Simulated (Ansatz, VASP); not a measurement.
## Mo: VASP beside Ansatz

Contents of INCAR:

```
PREC = Accurate
ENCUT = 520
EDIFF = 1E-6
ISMEAR = -1
SIGMA = 0.1
LREAL = False
LASPH = True
NELM = 100
ALGO = Normal
ISIF = 2
LWAVE = False
LCHARG = False
GGA = RE
NBANDS = 13
```

KPOINTS

```
Automatic mesh
0
Gamma
  15 15 15
```

Contents of POSCAR:

```
Mo
1.0
    0.0000000000      1.9532821807      1.9532821807
    1.9532821807      0.0000000000      1.9532821807
    1.9532821807      1.9532821807      0.0000000000
Mo
1
Direct
    0.0000000000      0.0000000000      0.0000000000
```

Input for Ansatz:

```yaml
crystal:
  lattice:
    - [0.0, 1.9532821807, 1.9532821807]
    - [1.9532821807, 0.0, 1.9532821807]
    - [1.9532821807, 1.9532821807, 0.0]
  atoms:
    - { symbol: Mo, position: [0.0, 0.0, 0.0] }
hamiltonian:
  xc: revpbe
  pseudopotentials:
    kind: paw
    azcp:
      Mo: "pseudopotentials/Mo.paw.azcp"
basis:
  ecutwfc: 420
  fft_grid_basis: typed
kpoints:
  mp_grid: { grid: [15, 15, 15], shift: [0, 0, 0] }
magnetization:
  spin_polarized: false
scf:
  occupations: { method: fermi_dirac, width: 0.1 }
  lower_state_search: "off"
output:
  stress: true
```

Alike in both runs: task single point; functional revPBE; k mesh 15 × 15 × 15; occupations fermi-dirac, width 0.1 eV; no spin polarisation.

```csv
,VASP,Ansatz
version,VASP 6.6.1,Ansatz 0.2.0
potentials or method,"VASP PAW PBE potentials, release 64 (Mo_sv), cutoff 520 eV","plane waves (420 eV) with PAW, scalar-relativistic"
valence electrons in the cell,14,14
```

```tsv
	VASP	Ansatz	Ansatz less VASP
pressure (GPa)	23.8	23.2	-0.64
```

VASP's potentials were made for PBE, not for revPBE. With one functional, cell and mesh, what is left measures potentials, basis and numerics.
